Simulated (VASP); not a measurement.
Input of a VASP 6.6.1 run:

File INCAR:

```
SYSTEM = Rh
PREC = Accurate ; ENCUT = 520
EDIFF = 1E-6 ; ISMEAR = 0
SIGMA = 0.15 ; LREAL = .False.
LASPH = .True. ; NELM = 80
ALGO = Fast ; ISIF = 2
LWAVE = .False. ; LCHARG = .False.
GGA = PE ; NBANDS = 14
```

Contents of KPOINTS:

```
Automatic mesh
0
Gamma
  22 22 22
  0 0 0
```

POSCAR

```
Rh
1.0
    0.0000000000      1.9112123954      2.2303848654
    1.9112123954      0.0000000000      2.2303848654
    1.9112123954      1.9112123954      0.0000000000
Rh
1
Direct
    0.0000000000      0.0000000000      0.0000000000
```

Potentials or basis: VASP PAW PBE potentials, release 64 (Rh_pv).

Command:

```bash
$ cat potpaw_PBE.64/Rh_pv/POTCAR > POTCAR
$ mpirun -np 1 vasp_std > vasp.out
```

Question: Estimate the pressure.

Answer: -22.9 GPa.

Stress tensor (GPa, compression positive):
```
-16.07   0.00   0.00
  0.00 -16.07   0.00
  0.00   0.00 -36.56
```
